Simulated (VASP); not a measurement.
## HfS2: single point with PBE+D3(BJ)

HfS2:

```
CELL_PARAMETERS angstrom
3.61040 0.00000 0.00000
-1.80520 3.12670 0.00000
0.00000 0.00000 5.76660
ATOMIC_POSITIONS crystal
Hf 0.00000 0.00000 0.00000
S 0.33333 0.66667 0.25204
S 0.66667 0.33333 0.74796
```

```json
{
  "Program": "VASP 6.6.1",
  "Task": "single point",
  "Functional": "PBE",
  "Dispersion": "D3(BJ)",
  "Potentials or basis": "VASP PAW PBE potentials, release 64 (Hf_pv, S)",
  "Cutoff": "500 eV",
  "k mesh": "6 × 6 × 4",
  "Occupations": "fermi-dirac, width 0.02 eV",
  "Spin": "no spin polarisation",
  "Dipole correction": "no",
  "Further INCAR settings": "ALGO = Normal; EDIFF = 1e-06; NBANDS = 18"
}
```

```
Pressure                   : -0.6 GPa
Largest force              : 0.063 eV/Å
Band gap on the k mesh     : 0.88 eV (least direct gap 1.83 eV)
Dispersion energy per atom : -0.340 eV
```

Forces in eV/Å, atoms in the order of the input:
```
Hf   0.000  0.000  0.000
S    0.000  0.000 -0.063
S    0.000  0.000  0.063
```

Stress tensor (GPa, compression positive):
```
-0.63  0.00  0.00
 0.00 -0.63  0.00
 0.00  0.00 -0.53
```

Levels at points of the mesh, in eV from the valence-band top:
```
           k point  band 9  band 10  band 11  band 12  band 13  band 14
(0.00, 0.00, 0.00)   -0.18    -0.18     0.00     1.86     1.86     2.42
(0.50, 0.00, 0.00)   -2.57    -2.21    -1.48     1.02     3.97     4.04
(0.00, 0.00, 0.50)   -2.09    -0.36    -0.36     1.81     1.81     2.71
(0.50, 0.00, 0.50)   -2.52    -1.15    -0.96     0.88     3.95     4.08
```

Wall time 12 s on 1 thread of Intel(R) Xeon(R) 6975P-C (Granite Rapids), on a shared host, peak memory 0.19 GiB.

Caveat: spin-orbit coupling is left out, which moves the levels of the heavy elements. A k mesh can miss the band edges.
